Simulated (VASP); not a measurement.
A run of VASP 6.6.1 is set up as follows.

Contents of INCAR:

```
PREC = Accurate ; ENCUT = 520
EDIFF = 1E-6 ; ISMEAR = 0
SIGMA = 0.1 ; LREAL = F
LASPH = T ; NELM = 60
ALGO = Fast ; ISIF = 2
LWAVE = F ; LCHARG = F
GGA = PS ; NBANDS = 28
```

KPOINTS

```
Automatic mesh
0
Gamma
  12 12 10
```

The input POSCAR:

```
Hf
1.0
    4.9108467514      0.0000000000      0.0000000000
   -2.4554233757      4.2529180408      0.0000000000
    0.0000000000      0.0000000000      4.8720962880
Hf
4
Direct
    0.0000000000      0.0000000000      0.2500000000
    0.0000000000      0.0000000000      0.7500000000
    0.3333333333      0.6666666667      0.7500000000
    0.6666666667      0.3333333333      0.2500000000
```

Potentials or basis: VASP PAW PBE potentials, release 64 (Hf_pv).

Launch:

```sh
$ cat potpaw_PBE.64/Hf_pv/POTCAR > POTCAR
$ mpirun -np 1 vasp_std > vasp.out
```

Question: Estimate the band gap on the k mesh.

Answer: Zero (bands 20 and 21 overlap by 1.04 eV).

Question: Predict the pressure.

Answer: -0.4 GPa.

Stress tensor (GPa, compression positive):
```
-0.39  0.00  0.00
 0.00 -0.39  0.00
 0.00  0.00 -0.27
```

Caveat: the PAW data sets were made with another functional, which shifts forces and pressure a little; spin-orbit coupling is left out, which moves the levels of the heavy elements.
